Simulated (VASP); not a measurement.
Here is a VASP 6.6.1 calculation.

INCAR

```
ALGO = Normal
EDIFF = 1E-7
EDIFFG = -0.01
ENCUT = 500
GGA = RP
GGA_COMPAT = F
IBRION = 2
ISIF = 3
ISMEAR = -1
LASPH = T
LCHARG = F
LREAL = F
LWAVE = F
NELM = 120
NELMIN = 4
NSW = 80
PREC = Accurate
SIGMA = 0.1
```

KPOINTS

```
k-points
0
Gamma
  13 13 13
```

POSCAR

```
As
1.0
   -1.6601131187      1.6601131187      1.6601131187
    1.6601131187     -1.6601131187      1.6601131187
    1.6601131187      1.6601131187     -1.6601131187
As
1
Direct
    0.0000000000      0.0000000000      0.0000000000
```

Potentials or basis: VASP PAW PBE potentials, release 64 (As).

Run with:

```console
$ cat potpaw_PBE.64/As/POTCAR > POTCAR
$ mpirun -np 1 vasp_std > vasp.out
```

Q: What does it give for the space group after relaxing (to 0.1 Å)?

A: Im-3m (No. 229).

Q: Estimate the band gap on the k mesh.

A: Zero (an odd number of electrons rules out a gap without spin polarisation).

Q: Estimate the relaxed cell.

A: a = 2.933 Å, b = 2.933 Å, c = 2.933 Å, α = 109.47°, β = 109.47°, γ = 109.47°.

Q: Estimate the relaxed volume.

A: 19.43 Å³/atom.

Step by step:
```
step  energy change (eV)  largest force (eV/Å)  pressure (GPa)  volume (Å³)
   1              0.0000                0.0000            5.08        18.30
   2             -0.0147                0.0000           -1.64        19.88
   3             -0.0170                0.0000            0.02        19.43
```

Caveat: the PAW data sets were made with another functional, which shifts forces and pressure a little.
